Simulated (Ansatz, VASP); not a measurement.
# Two plane-wave programs on Zn

```
CELL_PARAMETERS angstrom
2.71765 0.00000 0.00000
-0.90588 2.56223 0.00000
-0.90588 -1.28111 2.21895
ATOMIC_POSITIONS crystal
Zn 0.00000 0.00000 0.00000
```

Alike in both runs: task single point; functional RPBE; k mesh 12 × 12 × 12; occupations gaussian, width 0.1 eV; no spin polarisation.

|  | VASP | Ansatz |
| --- | --- | --- |
| version | VASP 6.6.1 | Ansatz 0.2.0 |
| potentials or method | VASP PAW PBE potentials, release 64 (Zn) | Ansatz PAW |
| plane-wave cutoff (eV) | 500 | 420 |
| valence electrons in the cell | 12 | 12 |

```csv
,VASP,Ansatz,Ansatz less VASP
gap on the k mesh at the Fermi level (eV),none,none,-
pressure (GPa),2.8,2.5,-0.26
```

VASP's potentials were made for PBE, not for RPBE. A gap of «none» marks a metal or a gap that the smearing closes.
